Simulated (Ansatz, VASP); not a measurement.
**One calculation of SnSe2, two programs**

Contents of INCAR:

```
SYSTEM = SnSe2
PREC = Accurate
ENCUT = 600
EDIFF = 1E-7
ISMEAR = 0
SIGMA = 0.02
LREAL = .False.
LASPH = .True.
NELM = 100
ALGO = Normal
ISIF = 3
LWAVE = .False.
LCHARG = .False.
GGA = PE
IBRION = 2
NSW = 100
EDIFFG = -0.005
```

KPOINTS

```
Automatic mesh
0
Gamma
  12 12 4
  0 0 0
```

File POSCAR:

```
SnSe2
1.0
    3.8418991364      0.0000000000      0.0000000000
   -1.9209495682      3.3271822509      0.0000000000
    0.0000000000      0.0000000000      6.4858801000
Sn Se
1 2
Direct
    0.0000000000      0.0000000000      0.0000000000
    0.6666666700      0.3333333300      0.7570988600
    0.3333333300      0.6666666700      0.2429011400
```

Input for Ansatz:

```yaml
crystal:
  lattice:
    - [3.8418991364, 0.0, 0.0]
    - [-1.9209495682, 3.3271822509, 0.0]
    - [0.0, 0.0, 6.4858801]
  atoms:
    - { symbol: Sn, position: [0.0, 0.0, 0.0] }
    - { symbol: Se, position: [0.66666667, 0.33333333, 0.75709886] }
    - { symbol: Se, position: [0.33333333, 0.66666667, 0.24290114] }
basis:
  ecutwfc: 420
kpoints:
  mp_grid: { grid: [12, 12, 4] }
hamiltonian:
  xc: pbe
scf:
  occupations: { method: gaussian, width: 0.02 }
output:
  forces: true
  stress: true
  eigenvalues: true
  write_density: true
  write_potential: true
  elf: true
  volumetric_format: npy
relax:
  adjacent_minimum: "off"
  f_tol: 0.005
  max_steps: 80
  cell: { stress_tol: 0.05 }
```

Alike in both runs: task relaxation of cell and atoms; functional PBE; k mesh 12 × 12 × 4; occupations gaussian, width 0.02 eV; no spin polarisation.

|  | VASP | Ansatz |
| --- | --- | --- |
| version | VASP 6.6.1 | Ansatz 0.2.0 |
| potentials or method | VASP PAW PBE potentials, release 64 (Sn_d, Se), cutoff 600 eV | scalar-relativistic, plane waves, PAW |
| valence electrons in the cell | 26 | 46 |

VASP gave:

| Property | Result |
| --- | --- |
| gap on the k mesh at the Fermi level, each at its own relaxed structure (eV) | 0.69 |
| relaxed volume (Å³/atom) | 30.03 |
| relaxed cell length with the largest relative difference (Å) | 6.936 |

Problem. What did Ansatz give for the same quantities?

Solution. gap on the k mesh at the Fermi level, each at its own relaxed structure (eV): 0.70; relaxed volume (Å³/atom): 30.17; relaxed cell length with the largest relative difference (Å): 6.971.

VASP's potentials hold 26 valence electrons a cell and Ansatz's 46, so a difference there can come from the potentials and not from the codes.
